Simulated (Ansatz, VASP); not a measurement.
## Two plane-wave programs on Zn4C

```
Zn C
1.0
     3.69888    0.00000    0.00000
     0.00000    3.69888    0.00000
     0.00000    0.00000    6.35175
Zn C
4 1
Direct
  0.50000 0.50000 0.30553
  0.50000 0.50000 0.69447
  0.50000 0.50000 0.00000
  0.00000 0.00000 0.50000
  0.00000 0.00000 0.00000
```

Alike in both runs: task single point; functional PBE; k mesh 6 × 6 × 4; occupations gaussian, width 0.1 eV; collinear spin.

|  | VASP | Ansatz |
| --- | --- | --- |
| version | VASP 6.6.1 | Ansatz 0.2.0 |
| potentials or method | VASP PAW PBE potentials, release 64 (Zn, C), cutoff 520 eV | scalar-relativistic, plane waves, PAW |
| valence electrons in the cell | 52 | 52 |

VASP gave:

| Quantity | Value |
| --- | --- |
| gap on the k mesh at the Fermi level (eV) | none |
| pressure (GPa) | 8.6 |
| traceless stress, the component that is largest in VASP (GPa) | 39.62 |
| rms of the force components (eV/Å) | 2.429 |
| net moment per atom (μB) | 0.10 |
| size of the moment on the site where the two differ most (μB) | 0.17 |

Q: What did Ansatz give for the same quantities?

A: gap on the k mesh at the Fermi level (eV): none; pressure (GPa): 8.1; traceless stress, the component that is largest in VASP (GPa): 38.90; rms of the force components (eV/Å): 2.380; net moment per atom (μB): 0.10; size of the moment on the site where the two differ most (μB): 0.28.

Site moments also hang on the region over which each program counts them. Atom by atom the forces differ by 0.049 eV/Å (rms over components). A gap of «none» marks a metal or a gap that the smearing closes.
